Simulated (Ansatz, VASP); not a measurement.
## Two plane-wave programs on SrTiO3

File INCAR:

```
ALGO = Normal
EDIFF = 1E-6
ENCUT = 520
GGA = PS
ISIF = 2
ISMEAR = 0
LASPH = T
LCHARG = F
LREAL = F
LWAVE = F
NBANDS = 28
NELM = 60
PREC = Accurate
SIGMA = 0.05
```

File KPOINTS:

```
k-points
0
Gamma
  8 8 8
```

File POSCAR:

```
SrTiO3
1.0
    3.9431369145      0.0000000000      0.0000000000
    0.0000000000      3.9431369145      0.0000000000
    0.0000000000      0.0000000000      3.8913815400
Sr Ti O
1 1 3
Direct
    0.0072188559      0.0000000000      0.0000000000
    0.5178206165      0.5000000000      0.5000000000
   -0.0291211991      0.5000000000      0.5000000000
    0.4681347103      0.0000000000      0.5000000000
    0.4681347103      0.5000000000      0.0000000000
```

Input for Ansatz:

```yaml
crystal:
  lattice:
    - [3.9431369145, 0.0, 0.0]
    - [0.0, 3.9431369145, 0.0]
    - [0.0, 0.0, 3.89138154]
  atoms:
    - { symbol: Sr, position: [0.0072188559, 0.0, 0.0] }
    - { symbol: Ti, position: [0.5178206165, 0.5, 0.5] }
    - { symbol: O, position: [-0.0291211991, 0.5, 0.5] }
    - { symbol: O, position: [0.4681347103, 0.0, 0.5] }
    - { symbol: O, position: [0.4681347103, 0.5, 0.0] }
basis:
  ecutrho_ratio: 4
kpoints:
  mp_grid: { grid: [8, 8, 8] }
hamiltonian:
  xc: pbesol
  pseudopotentials: { kind: paw, azcp: { folder: soft_1 } }
scf:
  occupations: { method: gaussian, width: 0.05 }
  eigensolver: { kind: davidson }
output:
  forces: true
  eigenvalues: true
  stress: true
```

Alike in both runs: task single point; functional PBEsol; k mesh 8 × 8 × 8; occupations gaussian, width 0.05 eV; no spin polarisation.

|  | VASP | Ansatz |
| --- | --- | --- |
| version | VASP 6.6.1 | Ansatz 0.2.0 |
| potentials or method | VASP PAW PBE potentials, release 64 (Sr_sv, Ti_sv, O) | scalar-relativistic, plane waves, PAW |
| plane-wave cutoff (eV) | 520 | 420 |
| valence electrons in the cell | 40 | 40 |

Ansatz gave:

```
gap on the k mesh at the Fermi level (eV)                     : 1.91
pressure (GPa)                                                : -2.4
traceless stress, the component that is largest in VASP (GPa) : 3.18
rms of the force components (eV/Å)                            : 0.251
```

**Question.** What did VASP give for the same quantities?

**Answer.** gap on the k mesh at the Fermi level (eV): 1.87; pressure (GPa): -1.7; traceless stress, the component that is largest in VASP (GPa): 3.28; rms of the force components (eV/Å): 0.276.

VASP's potentials were made for PBE, not for PBEsol, and Ansatz warns of the same on its side. Atom by atom the forces differ by 0.028 eV/Å (rms over components).
